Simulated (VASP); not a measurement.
# Eu (Im-3m) in VASP: a series of runs

The runs below take Eu through single point, with PBEsol.

Program: VASP 6.6.1. These are calculated values, not measurements. Logs are shortened: lines on timing, memory, paths and dates and some standing lists are left out, and cuts for length are marked.

### 1 The cell of the first run

Symmetry: Im-3m, No. 229, cubic system. Conventional cell: a = 4.606 Å, b = 4.606 Å, c = 4.606 Å, α = 90.00°, β = 90.00°, γ = 90.00°. Within 5.2 Å of Eu (site symmetry m-3m) lie 14 Eu at 3.99 to 4.61 Å.

### 2 Single point, PBEsol, collinear spin, ferromagnetic start

Contents of INCAR:

```
ALGO = Normal
EDIFF = 1E-6
ENCUT = 520
GGA = PS
ISIF = 2
ISMEAR = -1
ISPIN = 2
LASPH = True
LCHARG = True
LELF = True
LMAXMIX = 6
LORBIT = 11
LREAL = False
LVHAR = True
LWAVE = False
MAGMOM = 7
NBANDS = 18
NELM = 150
PREC = Accurate
SIGMA = 0.05
```

Contents of KPOINTS:

```
k-points
0
Gamma
  8 8 8
```

Contents of POSCAR:

```
Eu
1.0
   -2.3030000000      2.3030000000      2.3030000000
    2.3030000000     -2.3030000000      2.3030000000
    2.3030000000      2.3030000000     -2.3030000000
Eu
1
Direct
    0.0000000000      0.0000000000      0.0000000000
```

Potentials or basis: VASP PAW PBE potentials, release 64 (Eu).

The run is started by

```sh
cat potpaw_PBE.64/Eu/POTCAR > POTCAR
mpirun -np 1 vasp_std > vasp.out
```

OUTCAR:

```text
EDIFF = 1E-6
   ENCUT = 520
   GGA = PS
   ISIF = 2
   ISMEAR = -1
   ISPIN = 2
   LASPH = True
   LORBIT = 11
   LREAL = False
   NELM = 150
   PREC = Accurate

 ion  position               nearest neighbor table
   1  0.000  0.000  0.000-

  LATTYP: Found a body centered cubic cell.
 ALAT       =     4.6060000000

  Lattice vectors:

 A1 = (  -2.3030000000,   2.3030000000,   2.3030000000)
 A2 = (   2.3030000000,  -2.3030000000,   2.3030000000)
 A3 = (   2.3030000000,   2.3030000000,  -2.3030000000)

Analysis of symmetry for initial positions (statically):
=====================================================================
 Subroutine PRICEL returns:
 Original cell was already a primitive cell.

 Routine SETGRP: Setting up the symmetry group for a
 body centered cubic supercell.

 Subroutine GETGRP returns: Found 48 space group operations
 (whereof 48 operations were pure point group operations)
 out of a pool of 48 trial point group operations.

The static configuration has the point symmetry O_h .

Analysis of symmetry for dynamics (positions and initial velocities):
=====================================================================
 Subroutine PRICEL returns:
 Original cell was already a primitive cell.

 Routine SETGRP: Setting up the symmetry group for a
 body centered cubic supercell.

 Subroutine GETGRP returns: Found 48 space group operations
 (whereof 48 operations were pure point group operations)
 out of a pool of 48 trial point group operations.

The dynamic configuration has the point symmetry O_h .

Analysis of structural, dynamic, and magnetic symmetry:
=====================================================================
 Subroutine PRICEL returns:
 Original cell was already a primitive cell.

 Routine SETGRP: Setting up the symmetry group for a
 body centered cubic supercell.

 Subroutine GETGRP returns: Found 48 space group operations
 (whereof 48 operations were pure point group operations)
 out of a pool of 48 trial point group operations.

The overall configuration has the point symmetry O_h .

 Subroutine INISYM returns: Found 48 space group operations
 (whereof 48 operations are pure point group operations),
 and found     1 'primitive' translations

----------------------------------------------------------------------------------------

                                     Primitive cell

  volume of cell :      48.8587

  direct lattice vectors                    reciprocal lattice vectors
    -2.303000000  2.303000000  2.303000000     0.000000000  0.217108120  0.217108120
     2.303000000 -2.303000000  2.303000000     0.217108120  0.000000000  0.217108120
     2.303000000  2.303000000 -2.303000000     0.217108120  0.217108120  0.000000000

  length of vectors
     3.988913010  3.988913010  3.988913010     0.307037248  0.307037248  0.307037248

  position of ions in fractional coordinates (direct lattice)
     0.000000000  0.000000000  0.000000000

  ion indices of the primitive-cell ions
   primitive index   ion index
                 1           1

----------------------------------------------------------------------------------------

 KPOINTS: k-points

Automatic generation of k-mesh.
 Grid dimensions read from file:
 generate k-points for:    8    8    8

 Generating k-lattice:

  Cartesian coordinates                     Fractional coordinates (reciprocal lattice)
     0.000000000  0.027138515  0.027138515     0.125000000  0.000000000  0.000000000
     0.027138515  0.000000000  0.027138515     0.000000000  0.125000000  0.000000000
     0.027138515  0.027138515  0.000000000     0.000000000  0.000000000  0.125000000

  Length of vectors
     0.038379656  0.038379656  0.038379656

  Shift w.r.t. Gamma in fractional coordinates (k-lattice)
     0.000000000  0.000000000  0.000000000

 Subroutine IBZKPT returns following result:
 ===========================================

 Found     29 irreducible k-points:

 Following reciprocal coordinates:
            Coordinates               Weight
  0.000000  0.000000  0.000000      1.000000
  0.125000  0.000000  0.000000     12.000000
  0.250000  0.000000  0.000000     12.000000
  0.375000  0.000000  0.000000     12.000000
  0.500000  0.000000  0.000000      6.000000
  0.125000  0.125000  0.000000     24.000000
[... 16 lines left out ...]
 -0.250000  0.250000  0.250000      6.000000
 -0.375000  0.375000  0.250000     24.000000
 [... further k-points ...]
   k-points           NKPTS =     29   k-points in BZ     NKDIM =     29   number of bands    NBANDS=     18
   number of dos      NEDOS =    301   number of ions     NIONS =      1
   total plane-waves  NPLWV =  27000
   dimension x,y,z NGX =    30 NGY =   30 NGZ =   30
   dimension x,y,z NGXF=    60 NGYF=   60 NGZF=   60
   ions per type =               1
   NGX,Y,Z   is equivalent  to a cutoff of  12.50, 12.50, 12.50 a.u.
   NGXF,Y,Z  is equivalent  to a cutoff of  25.01, 25.01, 25.01 a.u.
 SYSTEM =  unknown system
   PREC   = accura    normal or accurate (medium, high low for compatibility)
   ISTART =      0    job   : 0-new  1-cont  2-samecut
   ICHARG =      2    charge: 1-file 2-atom 10-const
   ISPIN  =      2    spin polarized calculation?
   LNONCOLLINEAR =      F non collinear calculations
   LSORBIT =      F    spin-orbit coupling
   LASPH  =      T    aspherical Exc in radial PAW
   ENCUT  =  520.0 eV  38.22 Ry    6.18 a.u.   7.42  7.42  7.42*2*pi/ulx,y,z
   NELM   =    150;   NELMIN=  2; NELMDL= -5     # of ELM steps
   EDIFF  = 0.1E-05   stopping-criterion for ELM
   LREAL  =      F    real-space projection
   EDIFFG = 0.1E-04   stopping-criterion for IOM
   NSW    =      0    number of steps for IOM
   IBRION =     -1    ionic relax: 0-MD 1-quasi-New 2-CG
   NFREE  =      0    steps in history (QN), initial steepest desc. (CG)
   ISIF   =      2    stress and relaxation
   ISYM   =      2    0-nonsym 1-usesym 2-fastsym
   POTIM  = 0.5000    time-step for ionic-motion
   TEBEG  =    0.0;   TEEND  =   0.0 temperature during run
   PSTRESS=    0.0 pullay stress
   NELECT =      17.0000    total number of electrons
   NUPDOWN=      -1.0000    fix difference up-down
   EMIN   =  10.00;   EMAX   =-10.00  energy-range for DOS
   EFERMI =   0.00;   METHOD = LEGACY
   ISMEAR =    -1;   SIGMA  =   0.05  broadening in eV -4-tet -1-fermi 0-gaus
   EFERMI_NEDOS =   21; number of points for ismear=-14 and -15
   IALGO  =     38    algorithm
   IMIX   =      4    mixing-type and parameters
     AMIX     =   0.40;   BMIX     =  1.00
     AMIX_MAG =   1.60;   BMIX_MAG =  1.00
  volume/ion in A,a.u.               =      48.86       329.71
  Fermi-wavevector in a.u.,A,eV,Ry     =   1.151447  2.175919 18.039008  1.325830
  Thomas-Fermi vector in A             =   2.288104
   LORBIT       =     11    0 simple, 1 ext, 2 COOP (PROOUT), +10 PAW based schemes
   GGA     = PS    functional components
   LHFCALC =     F    Hartree Fock is set to
   AEXX    =    0.0000 exact exchange contribution
   IVDW    =     0    specifies the selected vdW correction
   LEPSILON=     F    determine dielectric tensor
   LRPA    =     F    only Hartree local field effects (RPA)
 spin polarized calculation
  energy-cutoff  :      520.00
  volume of cell :       48.86
 maximum number of plane-waves:      1337
 NGX is ok and might be reduce to    30
   NGX = 15   NGY = 15   NGZ = 15

 number of electron      17.0000007 magnetization       7.3739780

 Free energy of the ion-electron system (eV)
  ---------------------------------------------------
  ext. energy  EPLUGINS =         0.00000000
  ---------------------------------------------------
  free energy    TOTEN  =       -11.57002958 eV

  energy without entropy =      -11.55595859  energy(sigma->0) =      -11.56299409

 E-fermi :   1.4847     XC(G=0):  -8.3574

 val. band max:        1.4696070909   @ k =  -0.3750   0.3750   0.3750
 cond. band min:       1.4886982868   @ k =   0.2500   0.2500   0.1250
 fundamental gap:      0.0190911959
 Fermi energy:         1.4846745699

 spin component 1

 k-point     1 :       0.0000    0.0000    0.0000
  band No.  band energies     occupation
      1     -40.3024      1.00000
      2     -18.9486      1.00000
      3     -18.9486      1.00000
      4     -18.9486      1.00000
      5      -2.7157      1.00000
      6       0.9607      0.99997
[... 10 lines left out ...]
     17       4.6138      0.00000
     18      10.2464      0.00000

 k-point     2 :       0.1250    0.0000    0.0000
  band No.  band energies     occupation
      1     -40.2998      1.00000
      2     -18.9898      1.00000
      3     -18.9622      1.00000
      4     -18.9487      1.00000
      5      -2.4101      1.00000
      6       0.9595      0.99997
[... 10 lines left out ...]
     17       4.6318      0.00000
     18      10.4651      0.00000

 k-point     3 :       0.2500    0.0000    0.0000
  band No.  band energies     occupation
      1     -40.2936      1.00000
      2     -19.0869      1.00000
      3     -18.9946      1.00000
      4     -18.9487      1.00000
      5      -1.5848      1.00000
      6       0.9595      0.99997
[... 10 lines left out ...]
     17       4.7357      0.00000
     18       9.9828      0.00000

 k-point     4 :       0.3750    0.0000    0.0000
  band No.  band energies     occupation
      1     -40.2873      1.00000
      2     -19.1814      1.00000
      3     -19.0268      1.00000
      4     -18.9487      1.00000
      5      -0.5884      1.00000
      6       0.9625      0.99997
[... 375 lines left out ...]
      4     -19.0823      1.00000
      5       0.9685      0.99997
      6       1.0097      0.99993
[... 10 lines left out ...]
     17       5.1956      0.00000
     18       8.4153      0.00000

 k-point    23 :      -0.2500    0.2500    0.2500
  band No.  band energies     occupation
      1     -40.2857      1.00000
      2     -19.0907      1.00000
      3     -19.0438      1.00000
      4     -19.0438      1.00000
      5      -0.5943      1.00000
      6       0.9078      0.99999
[... 10 lines left out ...]
     17       4.8998      0.00000
     18       9.1056      0.00000

 k-point    24 :      -0.3750    0.3750    0.2500
  band No.  band energies     occupation
      1     -40.2802      1.00000
      2     -19.1515      1.00000
      3     -19.0782      1.00000
      4     -19.0507      1.00000
      5       0.2542      1.00000
      6       0.8773      0.99999
[... 10 lines left out ...]
     17       5.3700      0.00000
     18       8.5048      0.00000

 [... further k-points ...]

 spin component 2

 k-point     1 :       0.0000    0.0000    0.0000
  band No.  band energies     occupation
      1     -37.1783      1.00000
      2     -16.6003      1.00000
      3     -16.6003      1.00000
      4     -16.6003      1.00000
      5      -1.9683      1.00000
      6       4.1042      0.00000
[... 10 lines left out ...]
     17       5.9494      0.00000
     18      11.2571      0.00000

 k-point     2 :       0.1250    0.0000    0.0000
  band No.  band energies     occupation
      1     -37.1748      1.00000
      2     -16.6537      1.00000
      3     -16.6174      1.00000
      4     -16.6004      1.00000
      5      -1.6509      1.00000
      6       3.8285      0.00000
[... 10 lines left out ...]
     17       5.9908      0.00000
     18      11.4848      0.00000

 k-point     3 :       0.2500    0.0000    0.0000
  band No.  band energies     occupation
      1     -37.1666      1.00000
      2     -16.7789      1.00000
      3     -16.6583      1.00000
      4     -16.6007      1.00000
      5      -0.8018      1.00000
      6       3.1818      0.00000
[... 10 lines left out ...]
     17       6.1813      0.00000
     18      11.0729      0.00000

 k-point     4 :       0.3750    0.0000    0.0000
  band No.  band energies     occupation
      1     -37.1583      1.00000
      2     -16.8995      1.00000
      3     -16.6987      1.00000
      4     -16.6010      1.00000
      5       0.2036      1.00000
      6       2.6905      0.00000
[... 375 lines left out ...]
      4     -16.7726      1.00000
      5       2.2837      0.00000
      6       2.2837      0.00000
[... 10 lines left out ...]
     17       6.4787      0.00000
     18       9.6805      0.00000

 k-point    23 :      -0.2500    0.2500    0.2500
  band No.  band energies     occupation
      1     -37.1562      1.00000
      2     -16.7847      1.00000
      3     -16.7207      1.00000
      4     -16.7207      1.00000
      5       0.2185      1.00000
      6       2.8550      0.00000
[... 10 lines left out ...]
     17       6.3071      0.00000
     18      10.1878      0.00000

 k-point    24 :      -0.3750    0.3750    0.2500
  band No.  band energies     occupation
      1     -37.1489      1.00000
      2     -16.8601      1.00000
      3     -16.7641      1.00000
      4     -16.7303      1.00000
      5       1.0903      0.99962
      6       2.2268      0.00000
[... 10 lines left out ...]
     17       6.7826      0.00000
     18       9.7178      0.00000

 [... further k-points ...]

------------------------ aborting loop because EDIFF is reached ----------------------------------------

  FORCE on cell =-STRESS in cart. coord.  units (eV):
  Direction    XX          YY          ZZ          XY          YZ          ZX
  --------------------------------------------------------------------------------------
  -------------------------------------------------------------------------------------
  Total       -0.8550781     -0.8550781     -0.8550781      0.0000000      0.0000000      0.0000000
  in kB      -28.0397763    -28.0397763    -28.0397763      0.0000000      0.0000000      0.0000000
  external PRESSURE =     -28.0397763 kB  Pullay stress =       0.0000000 kB

 VOLUME and BASIS-vectors are now :
 -----------------------------------------------------------------------------
  energy-cutoff  :      520.00
  volume of cell :       48.86
      direct lattice vectors                 reciprocal lattice vectors
    -2.303000000  2.303000000  2.303000000     0.000000000  0.217108120  0.217108120
     2.303000000 -2.303000000  2.303000000     0.217108120  0.000000000  0.217108120
     2.303000000  2.303000000 -2.303000000     0.217108120  0.217108120  0.000000000

 POSITION                                       TOTAL-FORCE (eV/Angst)
 -----------------------------------------------------------------------------------
      0.00000      0.00000      0.00000         0.000000      0.000000      0.000000
 -----------------------------------------------------------------------------------
    total drift:                               -0.000000     -0.000000      0.000000

  FREE ENERGIE OF THE ION-ELECTRON SYSTEM (eV)
  ---------------------------------------------------
  free  energy   TOTEN  =       -11.5700295766 eV

  energy  without entropy=      -11.5559585947  energy(sigma->0) =      -11.56299409

 total charge

# of ion       s       p       d       f       tot
--------------------------------------------------
    1        2.075   5.691   0.235   6.679  14.680

 magnetization (x)

# of ion       s       p       d       f       tot
--------------------------------------------------
    1       -0.003  -0.087   0.125   6.677   6.712
```

Wall time 1.8 min (1 thread of Intel Xeon Platinum 8175M at 2.50GHz (Skylake/Cascade Lake), shared host); peak memory 0.22 GiB.

What came out:

```
Free energy                                           : -11.5700 eV
Pressure                                              : -2.8 GPa
Net moment                                            : 7.37 μB per cell
Site moments                                          : Eu +6.71 μB
Valence electrons inside the program's atomic spheres : Eu 14.68
```

Levels at points of the mesh, in eV from the Fermi level:
Spin up:
| k point | band 9 | band 10 | band 11 | band 12 | band 13 | band 14 | band 15 | band 16 |
| --- | --- | --- | --- | --- | --- | --- | --- | --- |
| (0.00, 0.00, 0.00) | -0.40 | -0.40 | -0.40 | -0.37 | 1.63 | 1.63 | 1.63 | 3.13 |
| (0.50, 0.00, 0.00) | -0.43 | -0.41 | -0.40 | -0.39 | 0.44 | 0.44 | 2.97 | 3.62 |
| (0.50, 0.50, 0.50) | -0.50 | -0.50 | -0.37 | -0.37 | -0.37 | 4.17 | 4.17 | 4.17 |
Spin down:
```csv
k point,band 2,band 3,band 4,band 5,band 6,band 7,band 8,band 9
"(0.00, 0.00, 0.00)",-18.08,-18.08,-18.08,-3.45,2.62,2.62,2.62,3.94
"(0.50, 0.00, 0.00)",-18.43,-18.20,-18.09,-0.83,1.17,1.33,3.87,4.09
"(0.50, 0.50, 0.50)",-18.33,-18.33,-18.33,-0.06,-0.06,3.77,3.77,3.77
```

Caveat: the PAW data sets were made with another functional, which shifts forces and pressure a little; spin-orbit coupling is left out, which moves the levels of the heavy elements.

(Part 1 of 3 ends here.)
